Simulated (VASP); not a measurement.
Wanted: the native input for a VASP 6.6.1 run.

- Task: relaxation of cell and atoms
- Functional: LDA
- Potentials or basis: VASP PAW LDA potentials, release 64 (Ba_sv, S)
- Cutoff: 500 eV
- k mesh: 6 × 6 × 6
- Occupations: gaussian, width 0.01 eV
- Spin: no spin polarisation
- Dipole correction: no
- Further INCAR settings: ALGO = Normal; EDIFF = 1e-07; IBRION = 2; EDIFFG = -0.01; NSW = 80; ISIF = 3

The structure of BaS lies in POSCAR:

```
BaS
1.0
    0.0000000000      3.1937500000      3.1937500000
    3.1937500000      0.0000000000      3.1937500000
    3.1937500000      3.1937500000      0.0000000000
Ba S
1 1
Direct
    0.0000000000      0.0000000000      0.0000000000
    0.5000000000      0.5000000000      0.5000000000
```

These files were run (other wordings do the same):

INCAR

```
SYSTEM = BaS
ALGO = Normal ; EDIFF = 1E-7
EDIFFG = -0.01 ; ENCUT = 500
GGA_COMPAT = .False. ; IBRION = 2
ISIF = 3 ; ISMEAR = 0
LASPH = .True. ; LCHARG = .False.
LREAL = .False. ; LWAVE = .False.
NELM = 120 ; NELMIN = 4
NSW = 80 ; PREC = Accurate
SIGMA = 0.01
```

KPOINTS

```
k-points
0
Gamma
  6 6 6
  0 0 0
```

Potentials or basis: VASP PAW LDA potentials, release 64 (Ba_sv, S).

The run is started by

```sh
$ cat potpaw_LDA.64/Ba_sv/POTCAR potpaw_LDA.64/S/POTCAR > POTCAR
$ mpirun -np 1 vasp_std > vasp.out
```

Results of the run:

* Relaxed volume: 31.30 Å³/atom
* Relaxed cell: a = 4.457 Å, b = 4.457 Å, c = 4.457 Å, α = 60.00°, β = 60.00°, γ = 60.00°
* Space group after relaxing (to 0.1 Å): Fm-3m (No. 225)
* Energy gained by relaxing: 7.6 meV/atom
* Ionic steps: 3
* Pressure after relaxing: 0.0 GPa
* Band gap on the k mesh: 1.83 eV (least direct gap 1.94 eV)

Caveat: spin-orbit coupling is left out, which moves the levels of the heavy elements.

Wall time 30 s on 1 thread of Intel(R) Xeon(R) Platinum 8488C (Sapphire Rapids), with other jobs on the host, peak memory 0.17 GiB.
